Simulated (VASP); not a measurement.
A run of VASP 6.6.1 is set up as follows.

File INCAR:

```
PREC = Accurate
ENCUT = 520
EDIFF = 1E-6
ISMEAR = 0
SIGMA = 0.1
LREAL = F
LASPH = T
NELM = 150
ALGO = Normal
ISIF = 2
LWAVE = F
LCHARG = F
ISPIN = 2
MAGMOM = 1.91
LORBIT = 11
NUPDOWN = 1.91
LMAXMIX = 4
GGA = PE
NBANDS = 15
```

KPOINTS

```
regular mesh
0
Gamma
  14 14 14
```

The input POSCAR:

```
Ni
1.0
    0.0000000000      1.7677500000      1.7677500000
    1.7677500000      0.0000000000      1.7677500000
    1.7677500000      1.7677500000      0.0000000000
Ni
1
Direct
    0.0000000000      0.0000000000      0.0000000000
```

Potentials or basis: VASP PAW PBE potentials, release 64 (Ni).

Launch:

```sh
$ cat potpaw_PBE.64/Ni/POTCAR > POTCAR
$ mpirun -np 1 vasp_std > vasp.out
```

Q: Estimate the pressure.

A: 19.2 GPa.

Caveat: the total moment is fixed, so each spin has its own Fermi level.
